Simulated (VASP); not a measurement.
V, 2 atoms in the cell. It takes space group P6_3/mmc (No. 194, hexagonal). The conventional cell has a = 2.271 Å, b = 2.271 Å, c = 4.151 Å, α = 90.00°, β = 90.00°, γ = 120.00°. V (site symmetry -6m2) has 12 V at 2.27 to 2.45 Å within 3.0 Å. 

| Quantity | Value |
| --- | --- |
| Program | VASP 6.6.1 |
| Task | single point |
| Functional | PBEsol |
| Potentials or basis | VASP PAW PBE potentials, release 64 (V_sv) |
| Cutoff | 520 eV |
| k mesh | 19 × 19 × 10 |
| Occupations | fermi-dirac, width 0.05 eV |
| Spin | no spin polarisation |
| Dipole correction | no |
| Further INCAR settings | ALGO = Normal; EDIFF = 1e-06; NBANDS = 20 |

Potentials or basis: VASP PAW PBE potentials, release 64 (V_sv).

Run with:

```sh
$ cat potpaw_PBE.64/V_sv/POTCAR > POTCAR
$ mpirun -np 1 vasp_std > vasp.out
```

Hardware: 1 thread of Intel(R) Xeon(R) Platinum 8488C (Sapphire Rapids), on a shared host.

Task: How long does it take, and how much memory?

Result: Run time: 76 s on 1 thread of Intel(R) Xeon(R) Platinum 8488C (Sapphire Rapids), with other jobs on the host, peak memory 0.18 GiB. Counts: scf iterations 13, k points 240.
